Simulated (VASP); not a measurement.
Write the native input for VASP 6.6.1 that does the following.

- Task: single point
- Functional: PBEsol
- Potentials or basis: VASP PAW PBE potentials, release 64 (Zr_sv)
- Cutoff: 520 eV
- k mesh: 12 × 12 × 12
- Occupations: fermi-dirac, width 0.1 eV
- Spin: no spin polarisation
- Dipole correction: no
- Further INCAR settings: ALGO = Normal; EDIFF = 1e-06; NBANDS = 19

The structure of Zr lies in POSCAR:

```
Zr
1.0
    0.0000000000      2.6991763666      2.6991763666
    2.6991763666      0.0000000000      2.6991763666
    2.6991763666      2.6991763666      0.0000000000
Zr
2
Direct
   -0.1250000000     -0.1250000000     -0.1250000000
    0.1250000000      0.1250000000      0.1250000000
```

This isn't the form of Zr at room conditions, which is hcp.

These files were run (other wordings do the same):

INCAR

```
PREC = Accurate
ENCUT = 520
EDIFF = 1E-6
ISMEAR = -1
SIGMA = 0.1
LREAL = False
LASPH = True
NELM = 60
ALGO = Normal
ISIF = 2
LWAVE = False
LCHARG = False
GGA = PS
NBANDS = 19
```

KPOINTS

```
Automatic mesh
0
Gamma
  12 12 12
```

Potentials or basis: VASP PAW PBE potentials, release 64 (Zr_sv).

Command:

```bash
$ cat potpaw_PBE.64/Zr_sv/POTCAR > POTCAR
$ mpirun -np 1 vasp_std > vasp.out
```

It gave:

| Quantity | Value |
| --- | --- |
| Pressure | 33.2 GPa |
| Band gap on the k mesh | zero (bands 12 and 13 overlap by 1.65 eV) |

Caveat: the cell stands under pressure; the PAW data sets were made with another functional, which shifts forces and pressure a little.

It took 19 s on 1 thread of Intel(R) Xeon(R) 6975P-C (Granite Rapids) (shared host), peak memory 0.18 GiB.
